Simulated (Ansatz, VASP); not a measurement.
MgF2: VASP beside Ansatz

The input POSCAR:

```
MgF2
1.0
    4.4833555148      0.0000000000      0.0000000000
    0.0000000000      4.4833555148      0.0000000000
    0.0000000000      0.0000000000      3.1100508258
Mg F
2 4
Direct
    0.0000000000      0.0000000000      0.0000000000
    0.5000000000      0.5000000000      0.5000000000
    0.3038896615      0.3038896615      0.0000000000
    0.1961103385      0.8038896615      0.5000000000
    0.8038896615      0.1961103385      0.5000000000
    0.6961103385      0.6961103385      0.0000000000
```

INCAR.step1

```
SYSTEM = MgF2
PREC = Accurate
ENCUT = 520
EDIFF = 1E-5
ISMEAR = 0
SIGMA = 0.01
LREAL = .FALSE.
LASPH = .TRUE.
NELM = 120
ALGO = Normal
ISIF = 2
LWAVE = .TRUE.
LCHARG = .FALSE.
NBANDS = 25
GGA = PE
GGA_COMPAT = .FALSE.
KPAR = 4
```

INCAR.step2

```
SYSTEM = MgF2
PREC = Accurate
ENCUT = 520
EDIFF = 1E-6
ISMEAR = 0
SIGMA = 0.01
LREAL = .FALSE.
LASPH = .TRUE.
NELM = 120
ALGO = Normal
ISIF = 2
LWAVE = .FALSE.
LCHARG = .FALSE.
GGA = PE
LHFCALC = .TRUE.
HFSCREEN = 0.2079
PRECFOCK = Normal
NBANDS = 25
ISTART = 1
GGA_COMPAT = .FALSE.
KPAR = 4
```

KPOINTS

```
Automatic mesh
0
G
  4 4 6
  0 0 0
```

Input for Ansatz:

```yaml
crystal:
  lattice:
    - [4.4833555148, 0.0, 0.0]
    - [0.0, 4.4833555148, 0.0]
    - [0.0, 0.0, 3.1100508258]
  atoms:
    - { symbol: Mg, position: [0.0, 0.0, 0.0] }
    - { symbol: Mg, position: [0.5, 0.5, 0.5] }
    - { symbol: F, position: [0.3038896615, 0.3038896615, 0.0] }
    - { symbol: F, position: [0.1961103385, 0.8038896615, 0.5] }
    - { symbol: F, position: [0.8038896615, 0.1961103385, 0.5] }
    - { symbol: F, position: [0.6961103385, 0.6961103385, 0.0] }
kpoints:
  mp_grid: { grid: [4, 4, 6] }
  band_path:
    path:
      - [0.0, 0.0, 0.0]
      - [0.0, 0.5, 0.0]
      - [0.5, 0.5, 0.0]
      - [0.0, 0.0, 0.5]
      - [0.0, 0.5, 0.5]
      - [0.5, 0.5, 0.5]
    npoints: 1
hamiltonian:
  xc: hse06
scf:
  occupations: { method: fixed }
  n_extra_bands: 5
output:
  forces: true
  stress: true
  eigenvalues: true
  write_density: true
  write_potential: true
  elf: true
  volumetric_format: npy
```

Change from the starting cell: epitaxial_xy strain -3.0%.

Alike in both runs: task single point; functional HSE06; k mesh 4 × 4 × 6; no spin polarisation.

```csv
,VASP,Ansatz
version,VASP 6.6.1,Ansatz 0.2.0
potentials or method,"VASP PAW PBE potentials, release 64 (Mg, F)","plane waves, PAW"
plane-wave cutoff (eV),520,420
occupations,"gaussian, width 0.01 eV",fixed
valence electrons in the cell,32,48
```

|  | VASP | Ansatz | Ansatz less VASP |
| --- | --- | --- | --- |
| gap on the k mesh at the Fermi level (eV) | 9.63 | 9.69 | +0.063 |
| pressure (GPa) | 5.1 | 5.5 | +0.34 |
| traceless stress, the component that is largest in VASP (GPa) | -4.41 | -4.33 | +0.082 |
| rms of the force components (eV/Å) | 0.005 | 0.004 | -0.0003 |

Atom by atom the forces differ by 0.000 eV/Å (rms over components). VASP's potentials hold 32 valence electrons a cell and Ansatz's 48, so a difference there can come from the potentials and not from the codes. Ansatz's warnings: stress exchange threshold loose, stress scf threshold loose.
